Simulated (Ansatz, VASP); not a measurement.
Two plane-wave programs on BeTe

INCAR

```
PREC = Accurate
ENCUT = 520
EDIFF = 1E-6
ISMEAR = 0
SIGMA = 0.05
LREAL = False
LASPH = True
NELM = 100
ALGO = Normal
ISIF = 2
LWAVE = False
LCHARG = False
NBANDS = 11
```

Contents of KPOINTS:

```
Automatic mesh
0
Gamma
  8 8 8
```

File POSCAR:

```
BeTe
1.0
    0.0000000000      2.7700000000      2.5484000000
    2.7700000000      0.0000000000      2.5484000000
    2.7700000000      2.7700000000      0.0000000000
Be Te
1 1
Direct
    0.0000000000      0.0000000000      0.0000000000
    0.7500000000      0.7500000000      0.7500000000
```

Input for Ansatz:

```yaml
crystal:
  lattice:
    - [0.0, 2.77, 2.5484]
    - [2.77, 0.0, 2.5484]
    - [2.77, 2.77, 0.0]
  atoms:
    - { symbol: Be, position: [0.0, 0.0, 0.0] }
    - { symbol: Te, position: [0.75, 0.75, 0.75] }
basis:
  ecutwfc: 420
kpoints:
  mp_grid: { grid: [8, 8, 8] }
hamiltonian:
  xc: lda
scf:
  occupations: { method: gaussian, width: 0.05 }
output:
  forces: true
  stress: true
  eigenvalues: true
  write_density: true
  write_potential: true
  elf: true
  volumetric_format: npy
```

Change from the starting cell: strain +0.000 along x and y, -0.080 along z, atoms carried along.

Alike in both runs: task single point; functional LDA; k mesh 8 × 8 × 8; occupations gaussian, width 0.05 eV; no spin polarisation.

```csv
,VASP,Ansatz
version,VASP 6.6.1,Ansatz 0.2.0
potentials or method,"VASP PAW LDA potentials, release 64 (Be, Te), cutoff 520 eV","scalar-relativistic, plane waves, PAW"
valence electrons in the cell,8,18
```

|  | VASP | Ansatz | Ansatz less VASP |
| --- | --- | --- | --- |
| gap on the k mesh at the Fermi level (eV) | 0.84 | 0.86 | +0.026 |
| least direct gap on the mesh (eV) | 3.09 | 3.14 | +0.043 |
| pressure (GPa) | 7.3 | 6.9 | -0.39 |
| traceless stress, the component that is largest in VASP (GPa) | 3.03 | 3.05 | +0.019 |

LDA's correlation is that of Perdew and Zunger in VASP and of Perdew and Wang (1992) in Ansatz. VASP's potentials hold 8 valence electrons a cell and Ansatz's 18, so a difference there can come from the potentials and not from the codes.

Spin-orbit coupling is off throughout.
